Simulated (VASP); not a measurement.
A run of VASP 6.6.1 is set up as follows.

Contents of INCAR:

```
ALGO = Normal
DIPOL = 0.5 0.5 0.500
EDIFF = 1E-6
ENCUT = 400
GGA = PE
GGA_COMPAT = False
IDIPOL = 3
ISIF = 2
ISMEAR = 1
IVDW = 12
LASPH = True
LCHARG = True
LDIPOL = True
LELF = True
LREAL = False
LVACPOTAV = True
LVHAR = True
LWAVE = False
NBANDS = 24
NELM = 120
NELMDL = -8
PREC = Accurate
SIGMA = 0.1
```

File KPOINTS:

```
k-points
0
Gamma
  7 7 1
```

Contents of POSCAR:

```
Ag
1.0
    2.8888847545      0.0000000000      0.0000000000
    0.0000000000      2.8888847545      0.0000000000
    0.0000000000      0.0000000000     17.0855000000
Ag
3
Direct
    0.0000000000      0.0000000000      0.3804395540
    0.5000000000      0.5000000000      0.5000000000
    0.0000000000      0.0000000000      0.6195604460
```

Potentials or basis: VASP PAW PBE potentials, release 64 (Ag).

The run is started by

```console
$ cat potpaw_PBE.64/Ag/POTCAR > POTCAR
$ mpirun -np 1 vasp_std > vasp.out
```

(1) Estimate the largest force.

(2) Predict the band gap on the k mesh.

(3) Estimate the dispersion energy per atom.

## Answers

(1) 0.042 eV/Å.

(2) zero (an odd number of electrons rules out a gap without spin polarisation).

(3) -0.377 eV.

Caveat: three body term missing.
